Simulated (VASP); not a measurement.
Crystal: CdO.

```
CELL_PARAMETERS angstrom
0.00000 2.34950 2.34950
2.34950 0.00000 2.34950
2.34950 2.34950 0.00000
ATOMIC_POSITIONS crystal
Cd 0.00000 0.00000 0.00000
O 0.50000 0.50000 0.50000
```

Base run:

* Program: VASP 6.6.1
* Functional: PBEsol
* Potentials or basis: VASP PAW PBE potentials, release 64 (Cd, O)
* Cutoff: 600 eV
* k mesh: 8 × 8 × 8
* Occupations: fermi-dirac, width 0.05 eV
* Spin: no spin polarisation

Its results: band gap on the k mesh zero (bands 9 and 10 overlap by 0.53 eV); pressure 0.5 GPa.

Task: The run is repeated on the same cell with these changes: functional from PBEsol to b88 exchange, pbe correlation; k mesh from 8 × 8 × 8 to 10 × 10 × 10. What comes out?

Result: Band gap on the k mesh zero (bands 9 and 10 overlap by 0.42 eV); pressure 6.9 GPa.

Several settings changed at once.

Caveats: semilocal functionals underestimate gaps, and a narrow one can read as zero; the PAW data sets were made with another functional, which shifts forces and pressure a little; the cell stands under pressure (at least some runs).
